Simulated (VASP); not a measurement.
# Rb3Ag (Pm-3m) in VASP: settings compared, part 2 of 2

VASP 6.6.1.

**6. Single point, BLYP**

File INCAR:

```
AGGAC = 1.0 ; AGGAX = 1.0
ALDAC = 0.0 ; ALDAX = 1.0
ALGO = Normal ; EDIFF = 1E-7
ENCUT = 520 ; GGA = B5
ISIF = 2 ; ISMEAR = 0
LASPH = True ; LCHARG = False
LREAL = False ; LWAVE = False
NBANDS = 27 ; NELM = 60
PREC = Accurate ; SIGMA = 0.1
```

File KPOINTS:

```
k-points
0
Gamma
  3 3 3
```

File POSCAR:

```
Rb3Ag
1.0
    6.1361480000      0.0000000000      0.0000000000
    0.0000000000      6.1361480000      0.0000000000
    0.0000000000      0.0000000000      6.1361480000
Rb Ag
3 1
Direct
    0.0000000000      0.5000000000      0.5000000000
    0.5000000000      0.0000000000      0.5000000000
    0.5000000000      0.5000000000      0.0000000000
    0.0000000000      0.0000000000      0.0000000000
```

Potentials or basis: VASP PAW PBE potentials, release 64 (Rb_sv, Ag).

Launch:

```bash
> cat potpaw_PBE.64/Rb_sv/POTCAR potpaw_PBE.64/Ag/POTCAR > POTCAR
> mpirun -np 1 vasp_std > vasp.out
```

OUTCAR:

```text
EDIFF = 1E-7
   ENCUT = 520
   GGA = B5
   ISIF = 2
   ISMEAR = 0
   LASPH = True
   LREAL = False
   NELM = 60
   PREC = Accurate

 ion  position               nearest neighbor table
   1  0.000  0.500  0.500-   2 4.34   3 4.34   4 4.34   3 4.34   4 4.34   2 4.34   4 4.34   4 4.34
                             2 4.34   3 4.34   3 4.34   2 4.34
   2  0.500  0.000  0.500-   1 4.34   3 4.34   4 4.34   3 4.34   4 4.34   1 4.34   3 4.34   3 4.34
                             1 4.34   4 4.34   4 4.34   1 4.34
   3  0.500  0.500  0.000-   1 4.34   2 4.34   4 4.34   1 4.34   2 4.34   2 4.34   4 4.34   2 4.34
                             1 4.34   4 4.34   1 4.34   4 4.34
   4  0.000  0.000  0.000-   1 4.34   2 4.34   3 4.34   1 4.34   2 4.34   1 4.34   3 4.34   1 4.34
                             2 4.34   3 4.34   2 4.34   3 4.34

  LATTYP: Found a simple cubic cell.
 ALAT       =     6.1361480000

  Lattice vectors:

 A1 = (   6.1361480000,   0.0000000000,   0.0000000000)
 A2 = (   0.0000000000,   6.1361480000,   0.0000000000)
 A3 = (   0.0000000000,   0.0000000000,   6.1361480000)

Analysis of symmetry for initial positions (statically):
[... 155 lines left out ...]
  energy without entropy =       -3.97278650  energy(sigma->0) =       -3.97321956

 E-fermi :   1.4048     XC(G=0):  -6.1429

 val. band max:        1.2131590121   @ k =   0.3333   0.3333   0.3333
 cond. band min:       1.6058040722   @ k =   0.3333   0.3333   0.0000
 fundamental gap:      0.3926450601
 Fermi energy:         1.4048245427

 k-point     1 :       0.0000    0.0000    0.0000
  band No.  band energies     occupation
      1     -27.5009      2.00000
      2     -27.4710      2.00000
      3     -27.4710      2.00000
      4     -11.7705      2.00000
      5     -11.7705      2.00000
      6     -11.7705      2.00000
[... 109 lines left out ...]
     26       4.9370      0.00000
     27       4.9370      0.00000

------------------------ aborting loop because EDIFF is reached ----------------------------------------

  FORCE on cell =-STRESS in cart. coord.  units (eV):
  Direction    XX          YY          ZZ          XY          YZ          ZX
  --------------------------------------------------------------------------------------
  -------------------------------------------------------------------------------------
  Total        0.5293920      0.5293920      0.5293920      0.0000000     -0.0000000      0.0000000
  in kB        3.6711358      3.6711358      3.6711358      0.0000000     -0.0000000      0.0000000
  external PRESSURE =       3.6711358 kB  Pullay stress =       0.0000000 kB

 VOLUME and BASIS-vectors are now :
 -----------------------------------------------------------------------------
  energy-cutoff  :      520.00
  volume of cell :      231.04
      direct lattice vectors                 reciprocal lattice vectors
     6.136148000  0.000000000  0.000000000     0.162968690  0.000000000  0.000000000
     0.000000000  6.136148000  0.000000000     0.000000000  0.162968690  0.000000000
     0.000000000  0.000000000  6.136148000     0.000000000  0.000000000  0.162968690

 POSITION                                       TOTAL-FORCE (eV/Angst)
 -----------------------------------------------------------------------------------
      0.00000      3.06807      3.06807         0.000000      0.000000      0.000000
      3.06807      0.00000      3.06807         0.000000      0.000000      0.000000
      3.06807      3.06807      0.00000         0.000000      0.000000      0.000000
      0.00000      0.00000      0.00000         0.000000      0.000000      0.000000
 -----------------------------------------------------------------------------------
    total drift:                                0.000000     -0.000000     -0.000000

  FREE ENERGIE OF THE ION-ELECTRON SYSTEM (eV)
  ---------------------------------------------------
  free  energy   TOTEN  =        -3.9736526170 eV

  energy  without entropy=       -3.9727864965  energy(sigma->0) =       -3.97321956
```

stdout:

```text
POSCAR found type information on POSCAR RbAg
 POSCAR found :  2 types and       4 ions
 scaLAPACK will be used
 -----------------------------------------------------------------------------
|                                                                             |
|                                                                             |
|     You enforced a specific xc type in the INCAR file but a different       |
|     I HOPE YOU KNOW WHAT YOU ARE DOING!                                     |
|                                                                             |
 -----------------------------------------------------------------------------

 LDA part: xc-table for (Slater(with rela. corr.)+VWN5), standard interpolation
 POSCAR, INCAR and KPOINTS ok, starting setup
 FFT: planning ... GRIDC
 FFT: planning ... GRID_SOFT
 FFT: planning ... GRID
 WAVECAR not read
 entering main loop
```

Run time: 73 s. Hardware: 1 thread of Intel Xeon 8259CL, shared host; peak memory 0.31 GiB.

Results:

```
Free energy            : -3.9737 eV
Pressure               : 0.4 GPa
Band gap on the k mesh : 0.39 eV (least direct gap 0.62 eV)
```

Caveat: the PAW data sets were made with another functional, which shifts forces and pressure a little; an odd mesh through Γ misses points on the zone boundary, where band edges can lie.

**7. Overview**

| level | potentials or basis | gap on the mesh (eV) | pressure (GPa) |
| --- | --- | --- | --- |
| PBEsol | VASP PAW PBE potentials, release 64 (Rb_sv, Ag) | 0.32 | -0.4 |
| RPBE | VASP PAW PBE potentials, release 64 (Rb_sv, Ag) | 0.34 | 0.7 |
| revPBE | VASP PAW PBE potentials, release 64 (Rb_sv, Ag) | 0.34 | 0.5 |
| LDA | VASP PAW LDA potentials, release 64 (Rb_sv, Ag) | 0.34 | -0.9 |
| BLYP | VASP PAW PBE potentials, release 64 (Rb_sv, Ag) | 0.39 | 0.4 |

Alike in all rows: task single point; no spin polarisation; cell as given; k mesh 3 × 3 × 3; cutoff (eV) 520; smearing gaussian 0.1 eV.

Caveats: an odd mesh through Γ misses points on the zone boundary, where band edges can lie; the PAW data sets were made with another functional, which shifts forces and pressure a little (at least some runs).

Absolute energies hang on the potentials; compare differences alone.
